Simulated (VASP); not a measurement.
# BaS (Fm-3m) in VASP: a series of runs

Runs on BaS. Level: r2SCAN. Tasks: single point, relaxation of cell and atoms.

All numbers are computed with VASP 6.6.1; they aren't measurements. Logs are shortened: lines on timing, memory, paths and dates and some standing lists are left out, and cuts for length are marked.

### 1 The cell of the first run

The structure is cubic, space group Fm-3m (No. 225). Conventional cell: a = 6.424 Å, b = 6.424 Å, c = 6.424 Å, α = 90.00°, β = 90.00°, γ = 90.00°. Within 4.2 Å of Ba (site symmetry m-3m) lie 6 S at 3.21 Å. S (site symmetry m-3m) has 6 Ba at 3.21 Å within 4.2 Å.

### 2 Single point, r2SCAN

POSCAR

```
BaS
1.0
    0.0000000000      3.2118911105      3.2118911105
    3.2118911105      0.0000000000      3.2118911105
    3.2118911105      3.2118911105      0.0000000000
Ba S
1 1
Direct
    0.0000000000      0.0000000000      0.0000000000
    0.5000000000      0.5000000000      0.5000000000
```

INCAR.step1

```
PREC = Accurate ; ENCUT = 520
ISMEAR = 0 ; SIGMA = 0.02
LREAL = False ; LASPH = True
NELM = 60 ; NBANDS = 15
GGA = PE ; ALGO = Normal
EDIFF = 1E-4 ; LWAVE = True
LCHARG = False
```

INCAR.step2

```
PREC = Accurate ; ENCUT = 520
EDIFF = 1E-6 ; ISMEAR = 0
SIGMA = 0.02 ; LREAL = False
LASPH = True ; NELM = 60
ALGO = Normal ; ISIF = 2
LWAVE = False ; LCHARG = True
METAGGA = R2SCAN ; LMIXTAU = True
LELF = True ; LVHAR = True
NBANDS = 15 ; ISTART = 1
```

KPOINTS

```
regular mesh
0
Gamma
  8 8 8
```

Potentials or basis: VASP PAW PBE potentials, release 64 (Ba_sv, S).

Launch:

```bash
> cat potpaw_PBE.64/Ba_sv/POTCAR potpaw_PBE.64/S/POTCAR > POTCAR
> cp INCAR.step1 INCAR
> mpirun -np 1 vasp_std > vasp.out
> cp INCAR.step2 INCAR
> mpirun -np 1 vasp_std > vasp.out
```

OUTCAR:

```text
PREC = Accurate
   ENCUT = 520
   EDIFF = 1E-6
   ISMEAR = 0
   LREAL = False
   LASPH = True
   NELM = 60
   ISIF = 2
   METAGGA = R2SCAN
   ISTART = 1

 ion  position               nearest neighbor table
   1  0.000  0.000  0.000-   2 3.21   2 3.21   2 3.21   2 3.21   2 3.21   2 3.21
   2  0.500  0.500  0.500-   1 3.21   1 3.21   1 3.21   1 3.21   1 3.21   1 3.21

  LATTYP: Found a face centered cubic cell.
 ALAT       =     6.4237822210

  Lattice vectors:

 A1 = (   0.0000000000,   3.2118911105,   3.2118911105)
 A2 = (   3.2118911105,   0.0000000000,   3.2118911105)
 A3 = (   3.2118911105,   3.2118911105,   0.0000000000)

Analysis of symmetry for initial positions (statically):
=====================================================================
 Subroutine PRICEL returns:
 Original cell was already a primitive cell.

 Routine SETGRP: Setting up the symmetry group for a
 face centered cubic supercell.

 Subroutine GETGRP returns: Found 48 space group operations
 (whereof 48 operations were pure point group operations)
 out of a pool of 48 trial point group operations.

The static configuration has the point symmetry O_h .

Analysis of symmetry for dynamics (positions and initial velocities):
=====================================================================
 Subroutine PRICEL returns:
 Original cell was already a primitive cell.

 Routine SETGRP: Setting up the symmetry group for a
 face centered cubic supercell.

 Subroutine GETGRP returns: Found 48 space group operations
 (whereof 48 operations were pure point group operations)
 out of a pool of 48 trial point group operations.

The dynamic configuration has the point symmetry O_h .

 Subroutine INISYM returns: Found 48 space group operations
 (whereof 48 operations are pure point group operations),
 and found     1 'primitive' translations

----------------------------------------------------------------------------------------

                                     Primitive cell

  volume of cell :      66.2693

  direct lattice vectors                    reciprocal lattice vectors
     0.000000000  3.211891110  3.211891110    -0.155671529  0.155671529  0.155671529
     3.211891110  0.000000000  3.211891110     0.155671529 -0.155671529  0.155671529
     3.211891110  3.211891110  0.000000000     0.155671529  0.155671529 -0.155671529

  length of vectors
     4.542299969  4.542299969  4.542299969     0.269630997  0.269630997  0.269630997

  position of ions in fractional coordinates (direct lattice)
     0.000000000  0.000000000  0.000000000
     0.500000000  0.500000000  0.500000000

  ion indices of the primitive-cell ions
   primitive index   ion index
                 1           1
                 2           2

----------------------------------------------------------------------------------------

 KPOINTS: regular mesh

Automatic generation of k-mesh.
 Grid dimensions read from file:
 generate k-points for:    8    8    8

 Generating k-lattice:

  Cartesian coordinates                     Fractional coordinates (reciprocal lattice)
    -0.019458941  0.019458941  0.019458941     0.125000000  0.000000000  0.000000000
     0.019458941 -0.019458941  0.019458941     0.000000000  0.125000000  0.000000000
     0.019458941  0.019458941 -0.019458941     0.000000000  0.000000000  0.125000000

  Length of vectors
     0.033703875  0.033703875  0.033703875

  Shift w.r.t. Gamma in fractional coordinates (k-lattice)
     0.000000000  0.000000000  0.000000000

 Subroutine IBZKPT returns following result:
 ===========================================

 Found     29 irreducible k-points:

 Following reciprocal coordinates:
            Coordinates               Weight
  0.000000  0.000000  0.000000      1.000000
  0.125000  0.000000  0.000000      8.000000
  0.250000  0.000000  0.000000      8.000000
  0.375000  0.000000  0.000000      8.000000
  0.500000  0.000000  0.000000      4.000000
  0.125000  0.125000  0.000000      6.000000
[... 16 lines left out ...]
  0.500000  0.250000  0.125000     48.000000
 -0.375000  0.250000  0.125000     24.000000
 [... further k-points ...]
   k-points           NKPTS =     29   k-points in BZ     NKDIM =     29   number of bands    NBANDS=     15
   number of dos      NEDOS =    301   number of ions     NIONS =      2
   total plane-waves  NPLWV =  46656
   dimension x,y,z NGX =    36 NGY =   36 NGZ =   36
   dimension x,y,z NGXF=    72 NGYF=   72 NGZF=   72
   ions per type =               1   1
   NGX,Y,Z   is equivalent  to a cutoff of  13.18, 13.18, 13.18 a.u.
   NGXF,Y,Z  is equivalent  to a cutoff of  26.35, 26.35, 26.35 a.u.
 SYSTEM =  unknown system
   PREC   = accura    normal or accurate (medium, high low for compatibility)
   ISTART =      1    job   : 0-new  1-cont  2-samecut
   ICHARG =      0    charge: 1-file 2-atom 10-const
   ISPIN  =      1    spin polarized calculation?
   LNONCOLLINEAR =      F non collinear calculations
   LSORBIT =      F    spin-orbit coupling
   LASPH  =      T    aspherical Exc in radial PAW
   ENCUT  =  520.0 eV  38.22 Ry    6.18 a.u.   8.45  8.45  8.45*2*pi/ulx,y,z
   NELM   =     60;   NELMIN=  2; NELMDL=  0     # of ELM steps
   EDIFF  = 0.1E-05   stopping-criterion for ELM
   LREAL  =      F    real-space projection
   EDIFFG = 0.1E-04   stopping-criterion for IOM
   NSW    =      0    number of steps for IOM
   IBRION =     -1    ionic relax: 0-MD 1-quasi-New 2-CG
   NFREE  =      0    steps in history (QN), initial steepest desc. (CG)
   ISIF   =      2    stress and relaxation
   ISYM   =      2    0-nonsym 1-usesym 2-fastsym
   POTIM  = 0.5000    time-step for ionic-motion
   TEBEG  =    0.0;   TEEND  =   0.0 temperature during run
   PSTRESS=    0.0 pullay stress
   NELECT =      16.0000    total number of electrons
   NUPDOWN=      -1.0000    fix difference up-down
   EMIN   =  10.00;   EMAX   =-10.00  energy-range for DOS
   EFERMI =   0.00;   METHOD = LEGACY
   ISMEAR =     0;   SIGMA  =   0.02  broadening in eV -4-tet -1-fermi 0-gaus
   EFERMI_NEDOS =   21; number of points for ismear=-14 and -15
   IALGO  =     38    algorithm
   IMIX   =      4    mixing-type and parameters
     AMIX     =   0.40;   BMIX     =  1.00
     AMIX_MAG =   1.60;   BMIX_MAG =  1.00
  volume/ion in A,a.u.               =      33.13       223.60
  Fermi-wavevector in a.u.,A,eV,Ry     =   1.019399  1.926384 14.138813  1.039173
  Thomas-Fermi vector in A             =   2.152910
   LORBIT       =      0    0 simple, 1 ext, 2 COOP (PROOUT), +10 PAW based schemes
   METAGGA = R2SCAN    functional components
   LHFCALC =     F    Hartree Fock is set to
   AEXX    =    0.0000 exact exchange contribution
   IVDW    =     0    specifies the selected vdW correction
   LEPSILON=     F    determine dielectric tensor
   LRPA    =     F    only Hartree local field effects (RPA)
 non-spin polarized calculation
 Gauss-broadening in eV      SIGMA  =   0.02
  energy-cutoff  :      520.00
  volume of cell :       66.27
 maximum number of plane-waves:      1812
 NGX is ok and might be reduce to    36
   NGX = 17   NGY = 17   NGZ = 17

 number of electron      16.0000002 magnetization

 Free energy of the ion-electron system (eV)
  ---------------------------------------------------
  ext. energy  EPLUGINS =         0.00000000
  ---------------------------------------------------
  free energy    TOTEN  =       -39.20541404 eV

  energy without entropy =      -39.20541404  energy(sigma->0) =      -39.20541404

 E-fermi :   1.2192     XC(G=0):  -9.0047

 val. band max:        1.1318895918   @ k =   0.0000   0.0000   0.0000
 cond. band min:       3.6231293490   @ k =   0.5000   0.5000   0.0000
 fundamental gap:      2.4912397572
 Fermi energy:         1.2192482292

 k-point     1 :       0.0000    0.0000    0.0000
  band No.  band energies     occupation
      1     -25.7348      2.00000
      2     -10.3700      2.00000
      3     -10.3700      2.00000
      4     -10.3700      2.00000
      5      -9.6395      2.00000
      6       1.1319      2.00000
      7       1.1319      2.00000
      8       1.1319      2.00000
      9       5.2652      0.00000
     10       5.4363      0.00000
     11       5.4363      0.00000
     12       5.4363      0.00000
     13       6.4568      0.00000
     14       6.4568      0.00000
     15      10.2950      0.00000

 k-point     2 :       0.1250    0.0000    0.0000
  band No.  band energies     occupation
      1     -25.7285      2.00000
      2     -10.6817      2.00000
      3     -10.3750      2.00000
      4     -10.3750      2.00000
      5      -9.3130      2.00000
      6       0.7494      2.00000
      7       0.9339      2.00000
      8       0.9339      2.00000
      9       5.4365      0.00000
     10       5.6732      0.00000
     11       5.6732      0.00000
     12       5.8391      0.00000
     13       6.9064      0.00000
     14       6.9064      0.00000
     15      10.9319      0.00000

 k-point     3 :       0.2500    0.0000    0.0000
  band No.  band energies     occupation
      1     -25.7133      2.00000
      2     -11.1126      2.00000
      3     -10.3870      2.00000
      4     -10.3870      2.00000
      5      -8.8443      2.00000
      6       0.0328      2.00000
      7       0.5335      2.00000
      8       0.5335      2.00000
      9       5.6529      0.00000
     10       6.3371      0.00000
     11       6.3371      0.00000
     12       7.0084      0.00000
     13       8.0487      0.00000
     14       8.0487      0.00000
     15      12.1971      0.00000
[... 343 lines left out ...]
 k-point    23 :       0.5000    0.2500    0.1250
  band No.  band energies     occupation
      1     -25.6901      2.00000
      2     -11.2572      2.00000
      3     -10.5435      2.00000
      4     -10.4444      2.00000
      5      -8.7242      2.00000
      6      -0.2838      2.00000
      7       0.2431      2.00000
      8       0.6062      2.00000
      9       5.4097      0.00000
     10       7.2055      0.00000
     11       7.7581      0.00000
     12       7.9614      0.00000
     13       9.1239      0.00000
     14      10.4062      0.00000
     15      11.1799      0.00000

 k-point    24 :      -0.3750    0.2500    0.1250
  band No.  band energies     occupation
      1     -25.6851      2.00000
      2     -11.3065      2.00000
      3     -10.5518      2.00000
      4     -10.4675      2.00000
      5      -8.6823      2.00000
      6      -0.3081      2.00000
      7       0.2918      2.00000
      8       0.3637      2.00000
      9       6.2388      0.00000
     10       6.4204      0.00000
     11       8.2646      0.00000
     12       8.5456      0.00000
     13       9.5669      0.00000
     14      10.4006      0.00000
     15      11.2061      0.00000

 [... further k-points ...]

------------------------ aborting loop because EDIFF is reached ----------------------------------------

  FORCE on cell =-STRESS in cart. coord.  units (eV):
  Direction    XX          YY          ZZ          XY          YZ          ZX
  --------------------------------------------------------------------------------------
  -------------------------------------------------------------------------------------
  Total        0.2409876      0.2409876      0.2409876     -0.0000000     -0.0000000      0.0000000
  in kB        5.8263011      5.8263011      5.8263011     -0.0000000     -0.0000000      0.0000000
  external PRESSURE =       5.8263011 kB  Pullay stress =       0.0000000 kB

 VOLUME and BASIS-vectors are now :
 -----------------------------------------------------------------------------
  energy-cutoff  :      520.00
  volume of cell :       66.27
      direct lattice vectors                 reciprocal lattice vectors
     0.000000000  3.211891110  3.211891110    -0.155671529  0.155671529  0.155671529
     3.211891110  0.000000000  3.211891110     0.155671529 -0.155671529  0.155671529
     3.211891110  3.211891110  0.000000000     0.155671529  0.155671529 -0.155671529

 POSITION                                       TOTAL-FORCE (eV/Angst)
 -----------------------------------------------------------------------------------
      0.00000      0.00000      0.00000        -0.000000      0.000000     -0.000000
      3.21189      3.21189      3.21189         0.000000     -0.000000      0.000000
 -----------------------------------------------------------------------------------
    total drift:                                0.000000      0.000000      0.000000

  FREE ENERGIE OF THE ION-ELECTRON SYSTEM (eV)
  ---------------------------------------------------
  free  energy   TOTEN  =       -39.2054140403 eV

  energy  without entropy=      -39.2054140403  energy(sigma->0) =      -39.20541404
```

Run time: 2.7 min. Hardware: 1 thread of Intel Xeon Platinum 8259CL at 2.50GHz (Skylake/Cascade Lake), shared host; peak memory 0.22 GiB.

What came out:

| Property | Result |
| --- | --- |
| Free energy | -39.2054 eV |
| Pressure | 0.6 GPa |
| Band gap on the k mesh | 2.49 eV (least direct gap 2.63 eV) |

Levels at points of the mesh, in eV from the valence-band top:
```tsv
k point	band 5	band 6	band 7	band 8	band 9	band 10	band 11	band 12
(0.00, 0.00, 0.00)	-10.77	0.00	0.00	0.00	4.13	4.30	4.30	4.30
(0.50, 0.00, 0.00)	-9.51	-1.88	-1.05	-1.05	5.98	6.08	6.79	6.79
(0.50, 0.50, 0.00)	-10.68	-0.54	-0.14	-0.14	2.49	6.48	6.62	7.95
```

Caveat: the PAW data sets were made with another functional, which shifts forces and pressure a little; spin-orbit coupling is left out, which moves the levels of the heavy elements. A k mesh can miss the band edges.

### 3 Relaxation of cell and atoms, r2SCAN

This run uses another cell than the first one, of 33.21 Å³/atom.

POSCAR

```
BaS
1.0
    0.0000000000      3.2143926808      3.2143926808
    3.2143926808      0.0000000000      3.2143926808
    3.2143926808      3.2143926808      0.0000000000
Ba S
1 1
Direct
    0.0000000000      0.0000000000      0.0000000000
    0.5000000000      0.5000000000      0.5000000000
```

INCAR.step1

```
SYSTEM = BaS
  PREC = Accurate
  ENCUT = 600
  ISMEAR = 0
  SIGMA = 0.02
  LREAL = .FALSE.
  LASPH = .TRUE.
  NELM = 60
  GGA = PE
  ALGO = Normal
  EDIFF = 1E-4
  LWAVE = .TRUE.
  LCHARG = .FALSE.
```

INCAR.step2

```
SYSTEM = BaS
  PREC = Accurate
  ENCUT = 600
  EDIFF = 1E-6
  ISMEAR = 0
  SIGMA = 0.02
  LREAL = .FALSE.
  LASPH = .TRUE.
  NELM = 60
  ALGO = Normal
  ISIF = 3
  LWAVE = .FALSE.
  LCHARG = .FALSE.
  METAGGA = R2SCAN
  LMIXTAU = .TRUE.
  IBRION = 2
  NSW = 70
  EDIFFG = -0.005
  ISTART = 1
```

KPOINTS

```
Automatic mesh
0
G
  8 8 8
  0 0 0
```

Potentials or basis: VASP PAW PBE potentials, release 64 (Ba_sv, S).

Launch:

```bash
> cat potpaw_PBE.64/Ba_sv/POTCAR potpaw_PBE.64/S/POTCAR > POTCAR
> cp INCAR.step1 INCAR
> mpirun -np 1 vasp_std > vasp.out
> cp INCAR.step2 INCAR
> mpirun -np 1 vasp_std > vasp.out
```

Wall time 5.2 min (1 thread of Intel Xeon Platinum 8259CL at 2.50GHz (Skylake/Cascade Lake), shared host); peak memory 0.24 GiB.

Results (log left out):

```
Free energy                           : -39.2073 eV
Relaxed volume                        : 33.57 Å³/atom
Relaxed cell                          : a = 4.562 Å, b = 4.562 Å, c = 4.562 Å, α = 60.00°, β = 60.00°, γ = 60.00°
Space group after relaxing (to 0.1 Å) : Fm-3m (No. 225)
Energy gained by relaxing             : 0.5 meV/atom
Ionic steps                           : 3
Pressure after relaxing               : 0.0 GPa
Band gap on the k mesh                : 2.51 eV (least direct gap 2.66 eV)
```

The path:
```tsv
step	energy change (eV)	largest force (eV/Å)	pressure (GPa)	volume (Å³)
1	0.0000	0.0000	0.48	66.42
2	-0.0009	0.0000	-0.17	67.39
3	-0.0010	0.0000	0.00	67.13
```

Final structure:
```cif
data_structure
_symmetry_space_group_name_H-M 'P 1'
_symmetry_Int_Tables_number 1
_cell_length_a 4.5619
_cell_length_b 4.5619
_cell_length_c 4.5619
_cell_angle_alpha 60.000
_cell_angle_beta 60.000
_cell_angle_gamma 60.000
_cell_volume 67.13
loop_
_atom_site_label
_atom_site_type_symbol
_atom_site_fract_x
_atom_site_fract_y
_atom_site_fract_z
_atom_site_occupancy
Ba1 Ba 0.00000 0.00000 0.00000 1
S1 S 0.50000 0.50000 0.50000 1
```

Levels at points of the mesh, in eV from the valence-band top:
| k point | band 5 | band 6 | band 7 | band 8 | band 9 | band 10 | band 11 | band 12 |
| --- | --- | --- | --- | --- | --- | --- | --- | --- |
| (0.00, 0.00, 0.00) | -10.75 | 0.00 | 0.00 | 0.00 | 4.07 | 4.30 | 4.30 | 4.30 |
| (0.50, 0.00, 0.00) | -9.55 | -1.85 | -1.03 | -1.03 | 5.93 | 6.04 | 6.74 | 6.74 |
| (0.50, 0.50, 0.00) | -10.66 | -0.56 | -0.15 | -0.15 | 2.51 | 6.44 | 6.54 | 7.88 |

Caveat: the PAW data sets were made with another functional, which shifts forces and pressure a little; spin-orbit coupling is left out, which moves the levels of the heavy elements. A k mesh can miss the band edges.
